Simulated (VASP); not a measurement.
Write the native input for VASP 6.6.1 that does the following.

```yaml
Task: single point
Functional: PBE
Potentials_or_basis: VASP PAW PBE potentials, release 64 (Ge_d)
Cutoff: 520 eV
k_mesh: 8 × 8 × 8
Occupations: fermi-dirac, width 0.025 eV
Spin: collinear spin, antiferromagnetic start
Starting_moments: "[0.5, -0.5] μB"
Dipole_correction: no
Further_INCAR_settings: ALGO = Normal; EDIFF = 1e-07; NBANDS = 25
```

The structure of Ge lies in POSCAR:

```
Ge
1.0
    0.0000000000      2.8808244488      2.8808244488
    2.8808244488      0.0000000000      2.8808244488
    2.8808244488      2.8808244488      0.0000000000
Ge
2
Direct
    0.7500000000      0.7500000000      0.7500000000
    0.5000000000      0.5000000000      0.5000000000
```

The input as run:

INCAR

```
SYSTEM = Ge
PREC     = Accurate       ! precision mode
ENCUT    = 520            ! plane-wave cutoff, eV
EDIFF    = 1E-7           ! SCF threshold, eV
ISMEAR   = -1             ! smearing method
SIGMA    = 0.025          ! smearing width, eV
LREAL    = .False.        ! projectors in reciprocal space
LASPH    = .True.         ! aspherical terms in the spheres
NELM     = 150            ! most SCF steps
ALGO     = Normal         ! electronic algorithm
ISIF     = 2              ! what is computed and relaxed
LWAVE    = .False.        ! write WAVECAR
LCHARG   = .True.         ! write CHGCAR
ISPIN    = 2              ! spin polarisation
MAGMOM   = 0.5 -0.5       ! initial moments
LORBIT   = 11             ! projections on sites
GGA      = PE             ! functional
LELF     = .True.         ! ELF
LVHAR    = .True.       
NBANDS   = 25             ! bands
```

KPOINTS

```
Automatic mesh
0
Gamma
  8 8 8
  0 0 0
```

Potentials or basis: VASP PAW PBE potentials, release 64 (Ge_d).

Run with:

```sh
$ cat potpaw_PBE.64/Ge_d/POTCAR > POTCAR
$ mpirun -np 1 vasp_std > vasp.out
```

Results of the run:

| Quantity | Value |
| --- | --- |
| Pressure | -0.1 GPa |
| Band gap on the k mesh | zero (filled and empty bands touch) |
| Net moment | 0.00 μB per cell |
| Valence electrons inside the program's atomic spheres | Ge 12.36 |

Wall time 74 s on 1 thread of Intel(R) Xeon(R) Platinum 8259CL CPU @ 2.50GHz (Skylake/Cascade Lake), on a shared host, peak memory 0.21 GiB.
